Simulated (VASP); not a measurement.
Wanted: the native input for a VASP 6.6.1 run.

* Task: single point
* Functional: PBE exchange alone
* Potentials or basis: VASP PAW PBE potentials, release 64 (Te, Cd)
* Cutoff: 520 eV
* k mesh: 7 × 7 × 7
* Occupations: fermi-dirac, width 0.05 eV
* Spin: no spin polarisation
* Dipole correction: no
* Further INCAR settings: ALGO = Normal; EDIFF = 1e-06; NBANDS = 16

The structure of CdTe lies in POSCAR:

```
CdTe
1.0
    0.0000000000      3.5215478613      3.5215478613
    3.5215478613      0.0000000000      3.5215478613
    3.5215478613      3.5215478613      0.0000000000
Te Cd
1 1
Direct
    0.7500000000      0.7500000000      0.7500000000
    0.0000000000      0.0000000000      0.0000000000
```

One way to write it, as run:

INCAR

```
PREC     = Accurate       # precision mode
ENCUT    = 520            # plane-wave cutoff, eV
EDIFF    = 1E-6           # SCF threshold, eV
ISMEAR   = -1             # smearing method
SIGMA    = 0.05           # smearing width, eV
LREAL    = False          # projectors in reciprocal space
LASPH    = True           # aspherical terms in the spheres
NELM     = 100            # most SCF steps
ALGO     = Normal         # electronic algorithm
ISIF     = 2              # what is computed and relaxed
LWAVE    = False          # write WAVECAR
LCHARG   = False          # write CHGCAR
GGA      = PE             # functional
ALDAC    = 0.0          
AGGAC    = 0.0          
NBANDS   = 16             # bands
```

KPOINTS

```
regular mesh
0
Gamma
  7 7 7
```

Potentials or basis: VASP PAW PBE potentials, release 64 (Te, Cd).

Launch:

```console
$ cat potpaw_PBE.64/Te/POTCAR potpaw_PBE.64/Cd/POTCAR > POTCAR
$ mpirun -np 1 vasp_std > vasp.out
```

It gave:

```json
{
  "Pressure": "0.1 GPa",
  "Band gap on the k mesh": "zero (filled and empty bands touch)"
}
```

Caveat: semilocal functionals underestimate gaps, so a narrow gap can read as zero; spin-orbit coupling is left out, which moves the levels of the heavy elements.

Wall time 41 s on 1 thread of AMD EPYC 7R43 64-Core Processor (Zen 3) (shared host), peak memory 0.2 GiB.
